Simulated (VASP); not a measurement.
# Ir4O in VASP: notebook

Ir4O is run at these levels: PBE; tasks: single point, relaxation of the atoms.

Program: VASP 6.6.1. These are calculated values, not measurements. Logs are shortened: lines on timing, memory, paths and dates and some standing lists are left out, and cuts for length are marked.

### 1 The cell of the first run

The cell holds a slab with vacuum, 5 atoms: a = 2.737 Å, b = 3.870 Å, c = 19.460 Å, α = 90.00°, β = 90.00°, γ = 90.00°.

### 2 Single point, PBE

INCAR reads:

```
ALGO = Normal
DIPOL = 0.5 0.5 0.340
EDIFF = 1E-6
ENCUT = 520
GGA = PE
IDIPOL = 3
ISIF = 2
ISMEAR = 0
LASPH = T
LCHARG = F
LDIPOL = T
LREAL = F
LWAVE = F
NBANDS = 29
NELM = 60
PREC = Accurate
SIGMA = 0.1
```

KPOINTS reads:

```
k-points
0
Gamma
  10 7 1
```

POSCAR reads:

```
Ir4O
1.0
    2.7367600872      0.0000000000      0.0000000000
    0.0000000000      3.8703632323      0.0000000000
    0.0000000000      0.0000000000     19.4599433740
Ir O
4 1
Direct
    0.5000000000      0.5000000000      0.2055504440
    0.0000000000      0.0000000000      0.2758682253
    0.5000000000      0.5000000000      0.3454282602
    0.0000000000      0.0000000000      0.4090424736
    0.1666666667      0.3750000000      0.4644413961
```

Potentials or basis: VASP PAW PBE potentials, release 64 (Ir, O).

The run is started by

```bash
$ cat potpaw_PBE.64/Ir/POTCAR potpaw_PBE.64/O/POTCAR > POTCAR
$ mpirun -np 1 vasp_std > vasp.out
```

OUTCAR:

```text
EDIFF = 1E-6
   ENCUT = 520
   GGA = PE
   ISIF = 2
   ISMEAR = 0
   LASPH = T
   LREAL = F
   NELM = 60
   PREC = Accurate

 ion  position               nearest neighbor table
   1  0.500  0.500  0.206-   3 2.72   2 2.74   2 2.74   2 2.74   2 2.74
   2  0.000  0.000  0.276-   4 2.59   3 2.73   3 2.73   3 2.73   3 2.73   1 2.74   1 2.74   1 2.74
                             1 2.74
   3  0.500  0.500  0.345-   5 2.54   4 2.67   4 2.67   4 2.67   4 2.67   1 2.72   2 2.73   2 2.73
                             2 2.73   2 2.73
   4  0.000  0.000  0.409-   5 1.86   2 2.59   3 2.67   3 2.67   3 2.67   3 2.67   5 2.69
   5  0.167  0.375  0.464-   4 1.86   3 2.54   4 2.69

  LATTYP: Found a simple orthorhombic cell.
 ALAT       =     2.7367600872
 B/A-ratio  =     1.4142135624
 C/A-ratio  =     7.1105770159

  Lattice vectors:

 A1 = (   2.7367600872,   0.0000000000,   0.0000000000)
 A2 = (   0.0000000000,   3.8703632323,   0.0000000000)
 A3 = (   0.0000000000,   0.0000000000,  19.4599433740)

Analysis of symmetry for initial positions (statically):
=====================================================================
 Subroutine PRICEL returns:
 Original cell was already a primitive cell.

 Routine SETGRP: Setting up the symmetry group for a
 simple orthorhombic supercell.

 Subroutine GETGRP returns: Found  1 space group operations
 (whereof  1 operations were pure point group operations)
 out of a pool of  8 trial point group operations.

The static configuration has the point symmetry C_1 .

Analysis of symmetry for dynamics (positions and initial velocities):
=====================================================================
 Subroutine PRICEL returns:
 Original cell was already a primitive cell.

 Routine SETGRP: Setting up the symmetry group for a
 simple orthorhombic supercell.

 Subroutine GETGRP returns: Found  1 space group operations
 (whereof  1 operations were pure point group operations)
 out of a pool of  8 trial point group operations.

The dynamic configuration has the point symmetry C_1 .

 Subroutine INISYM returns: Found  1 space group operations
 (whereof  1 operations are pure point group operations),
 and found     1 'primitive' translations

----------------------------------------------------------------------------------------

                                     Primitive cell

  volume of cell :     206.1247

  direct lattice vectors                    reciprocal lattice vectors
     2.736760087  0.000000000  0.000000000     0.365395566  0.000000000  0.000000000
     0.000000000  3.870363232  0.000000000     0.000000000  0.258373682  0.000000000
     0.000000000  0.000000000 19.459943374     0.000000000  0.000000000  0.051387611

  length of vectors
     2.736760087  3.870363232 19.459943374     0.365395566  0.258373682  0.051387611

  position of ions in fractional coordinates (direct lattice)
     0.500000000  0.500000000  0.205550444
     0.000000000  0.000000000  0.275868225
     0.500000000  0.500000000  0.345428260
     0.000000000  0.000000000  0.409042474
     0.166666667  0.375000000  0.464441396

  ion indices of the primitive-cell ions
   primitive index   ion index
                 1           1
                 2           2
                 3           3
                 4           4
                 5           5

----------------------------------------------------------------------------------------

 KPOINTS: k-points

Automatic generation of k-mesh.
 Grid dimensions read from file:
 generate k-points for:   10    7    1

 Generating k-lattice:

  Cartesian coordinates                     Fractional coordinates (reciprocal lattice)
     0.036539557  0.000000000  0.000000000     0.100000000  0.000000000  0.000000000
     0.000000000  0.036910526  0.000000000     0.000000000  0.142857143  0.000000000
     0.000000000  0.000000000  0.051387611     0.000000000  0.000000000  1.000000000

  Length of vectors
     0.036539557  0.036910526  0.051387611

  Shift w.r.t. Gamma in fractional coordinates (k-lattice)
     0.000000000  0.000000000  0.000000000

 Subroutine IBZKPT returns following result:
 ===========================================

 Found     36 irreducible k-points:

 Following reciprocal coordinates:
            Coordinates               Weight
  0.000000  0.000000  0.000000      1.000000
  0.100000  0.000000  0.000000      2.000000
  0.200000  0.000000  0.000000      2.000000
  0.300000  0.000000  0.000000      2.000000
  0.400000  0.000000  0.000000      2.000000
  0.500000  0.000000  0.000000      1.000000
[... 16 lines left out ...]
  0.300000 -0.285714  0.000000      2.000000
  0.400000  0.285714  0.000000      2.000000
 [... further k-points ...]
   k-points           NKPTS =     36   k-points in BZ     NKDIM =     36   number of bands    NBANDS=     29
   number of dos      NEDOS =    301   number of ions     NIONS =      5
   total plane-waves  NPLWV =  90000
   dimension x,y,z NGX =    20 NGY =   30 NGZ =  150
   dimension x,y,z NGXF=    40 NGYF=   60 NGZF=  300
   ions per type =               4   1
   NGX,Y,Z   is equivalent  to a cutoff of  12.15, 12.89, 12.81 a.u.
   NGXF,Y,Z  is equivalent  to a cutoff of  24.30, 25.77, 25.63 a.u.
 SYSTEM =  unknown system
   PREC   = accura    normal or accurate (medium, high low for compatibility)
   ISTART =      0    job   : 0-new  1-cont  2-samecut
   ICHARG =      2    charge: 1-file 2-atom 10-const
   ISPIN  =      1    spin polarized calculation?
   LNONCOLLINEAR =      F non collinear calculations
   LSORBIT =      F    spin-orbit coupling
   LASPH  =      T    aspherical Exc in radial PAW
   ENCUT  =  520.0 eV  38.22 Ry    6.18 a.u.   5.09  7.20 36.18*2*pi/ulx,y,z
   NELM   =     60;   NELMIN=  2; NELMDL= -5     # of ELM steps
   EDIFF  = 0.1E-05   stopping-criterion for ELM
   LREAL  =      F    real-space projection
   EDIFFG = 0.1E-04   stopping-criterion for IOM
   NSW    =      0    number of steps for IOM
   IBRION =     -1    ionic relax: 0-MD 1-quasi-New 2-CG
   NFREE  =      0    steps in history (QN), initial steepest desc. (CG)
   ISIF   =      2    stress and relaxation
   ISYM   =      2    0-nonsym 1-usesym 2-fastsym
   POTIM  = 0.5000    time-step for ionic-motion
   TEBEG  =    0.0;   TEEND  =   0.0 temperature during run
   PSTRESS=    0.0 pullay stress
   NELECT =      42.0000    total number of electrons
   NUPDOWN=      -1.0000    fix difference up-down
   EMIN   =  10.00;   EMAX   =-10.00  energy-range for DOS
   EFERMI =   0.00;   METHOD = LEGACY
   ISMEAR =     0;   SIGMA  =   0.10  broadening in eV -4-tet -1-fermi 0-gaus
   EFERMI_NEDOS =   21; number of points for ismear=-14 and -15
   IALGO  =     38    algorithm
   IMIX   =      4    mixing-type and parameters
     AMIX     =   0.40;   BMIX     =  1.00
     AMIX_MAG =   1.60;   BMIX_MAG =  1.00
  volume/ion in A,a.u.               =      41.22       278.20
  Fermi-wavevector in a.u.,A,eV,Ry     =   0.963344  1.820456 12.626629  0.928031
  Thomas-Fermi vector in A             =   2.092881
   LORBIT       =      0    0 simple, 1 ext, 2 COOP (PROOUT), +10 PAW based schemes
   GGA     = PE    functional components
   LHFCALC =     F    Hartree Fock is set to
   AEXX    =    0.0000 exact exchange contribution
   IVDW    =     0    specifies the selected vdW correction
   LEPSILON=     F    determine dielectric tensor
   LRPA    =     F    only Hartree local field effects (RPA)
 non-spin polarized calculation
 Gauss-broadening in eV      SIGMA  =   0.10
  energy-cutoff  :      520.00
  volume of cell :      206.12
 maximum number of plane-waves:      5602
   NGX = 11   NGY = 15   NGZ = 73

 dipolmoment           0.000000      0.000000     -0.030575 electrons x Angstroem

 number of electron      41.9999994 magnetization

 dipolmoment           0.000000      0.000000      0.080013 electrons x Angstroem

 Free energy of the ion-electron system (eV)
  ---------------------------------------------------
  ext. energy  EPLUGINS =         0.00000000
  ---------------------------------------------------
  free energy    TOTEN  =       -36.90640789 eV

  energy without entropy =      -36.86346142  energy(sigma->0) =      -36.88493465

 E-fermi :  -1.0914     XC(G=0):  -5.2766

 val. band max:       -1.0977989925   @ k =   0.4000  -0.1429   0.0000
 cond. band min:      -1.0859395728   @ k =   0.3000  -0.2857   0.0000
 fundamental gap:      0.0118594197
 Fermi energy:        -1.0914293064

 k-point     1 :       0.0000    0.0000    0.0000
  band No.  band energies     occupation
      1     -19.6220      2.00000
      2     -10.6486      2.00000
      3      -8.2873      2.00000
      4      -7.8913      2.00000
      5      -7.4720      2.00000
      6      -6.7721      2.00000
[... 21 lines left out ...]
     28       3.1238      0.00000
     29       4.2439      0.00000

 k-point     2 :       0.1000    0.0000    0.0000
  band No.  band energies     occupation
      1     -19.5751      2.00000
      2     -10.3834      2.00000
      3      -8.0585      2.00000
      4      -7.6831      2.00000
      5      -7.3645      2.00000
      6      -6.7162      2.00000
[... 21 lines left out ...]
     28       3.4825      0.00000
     29       4.5368      0.00000

 k-point     3 :       0.2000    0.0000    0.0000
  band No.  band energies     occupation
      1     -19.4503      2.00000
      2      -9.6773      2.00000
      3      -7.6725      2.00000
      4      -7.3665      2.00000
      5      -7.1555      2.00000
      6      -6.7592      2.00000
[... 638 lines left out ...]
      5      -6.9611      2.00000
      6      -6.5969      2.00000
[... 21 lines left out ...]
     28       4.3310      0.00000
     29       5.7106      0.00000

 k-point    24 :       0.4000    0.2857    0.0000
  band No.  band energies     occupation
      1     -19.1076      2.00000
      2      -8.2124      2.00000
      3      -7.7730      2.00000
      4      -7.3092      2.00000
      5      -7.1144      2.00000
      6      -6.7925      2.00000
[... 21 lines left out ...]
     28       4.7704      0.00000
     29       5.7957      0.00000

 [... further k-points ...]

------------------------ aborting loop because EDIFF is reached ----------------------------------------

 vacuum level on the upper side and lower side of the slab       (xc-potential included)         0.657        -0.786

  FORCE on cell =-STRESS in cart. coord.  units (eV):
  Direction    XX          YY          ZZ          XY          YZ          ZX
  --------------------------------------------------------------------------------------
  -------------------------------------------------------------------------------------
  Total       -2.5233204     -3.2329927     -0.1593785     -0.2132761      0.7761567      0.2789831
  in kB      -19.6134034    -25.1295832     -1.2388260     -1.6577641      6.0329530      2.1684951
  external PRESSURE =     -15.3272708 kB  Pullay stress =       0.0000000 kB

 VOLUME and BASIS-vectors are now :
 -----------------------------------------------------------------------------
  energy-cutoff  :      520.00
  volume of cell :      206.12
      direct lattice vectors                 reciprocal lattice vectors
     2.736760087  0.000000000  0.000000000     0.365395566  0.000000000  0.000000000
     0.000000000  3.870363232  0.000000000     0.000000000  0.258373682  0.000000000
     0.000000000  0.000000000 19.459943374     0.000000000  0.000000000  0.051387611

 POSITION                                       TOTAL-FORCE (eV/Angst)
 -----------------------------------------------------------------------------------
      1.36838      1.93518      4.00000         0.014031      0.020719      1.424358
      0.00000      0.00000      5.36838        -0.179710     -0.672461     -1.737347
      1.36838      1.93518      6.72201        -0.299985      0.708646     -0.660060
      0.00000      0.00000      7.95994         0.932177     -0.050338      0.773382
      0.45613      1.45139      9.03800        -0.466512     -0.006566      0.199667
 -----------------------------------------------------------------------------------
    total drift:                               -0.000382      0.000059     -0.000478

  FREE ENERGIE OF THE ION-ELECTRON SYSTEM (eV)
  ---------------------------------------------------
  free  energy   TOTEN  =       -36.9064078888 eV

  energy  without entropy=      -36.8634614203  energy(sigma->0) =      -36.88493465

 vacuum level on the upper side and lower side of the slab         5.445         4.030
```

It took 9.6 min on 1 thread of Intel Xeon 8259CL, shared host; peak memory 0.39 GiB.

Results:

```yaml
Free_energy: -36.9064 eV
Largest_force: 1.872 eV/Å
Band_gap_on_the_k_mesh: zero (bands 21 and 22 overlap by 0.93 eV)
```

Forces in eV/Å, atoms in the order of the input:
```
Ir   0.014  0.021  1.424
Ir  -0.180 -0.672 -1.737
Ir  -0.300  0.709 -0.660
Ir   0.932 -0.050  0.773
O   -0.467 -0.007  0.200
```

Caveat: spin-orbit coupling is left out, which moves the levels of the heavy elements.

[end of part 1 of 2]
